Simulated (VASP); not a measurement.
Runs of VASP 6.6.1 on Sb3S2. The structure is that of space group R3m (No. 160), or close to it. The cells are those of the table. 

```tsv
task	cell	k mesh	cutoff (eV)	gap on the mesh (eV)	pressure (GPa)	relaxed volume (Å³/atom)	largest force (eV/Å)
relaxation of cell and atoms	relaxed from a = 5.936 Å, angles 65.0°, 5 atoms	6 × 6 × 6	600	none	0.0	(b)	0.01
relaxation of cell and atoms	relaxed from a = 6.096 Å, angles 61.9°, 5 atoms	3 × 3 × 3	600	none	0.1	32.88	0.02
single point	a = 5.932 Å, angles 67.1°, 5 atoms	6 × 6 × 6	520	none	-0.1	-	0.02
single point	a = 6.096 Å, angles 61.9°, 5 atoms	3 × 3 × 3	520	none	(a)	-	4.17
single point	a = 5.936 Å, angles 65.0°, 5 atoms	3 × 3 × 3	520	none	0.0	-	0.02
```

Alike in all rows: level PBE; potentials or basis VASP PAW PBE potentials, release 64 (Sb, S); no spin polarisation; smearing gaussian 0.1 eV.

Question: Estimate the missing entries.

Answer: (a) 6.6; (b) 33.74.

Caveats: some runs use coarse meshes; spin-orbit coupling is left out, which moves the levels of the heavy elements; forces of over 1 eV/Å act on the atoms, so gaps and moduli don't describe the material at rest (some runs).

A k mesh can miss the band edges, and the runs leave out spin-orbit coupling on Sb.

A gap of «none» marks levels without a gap at the run's occupations.
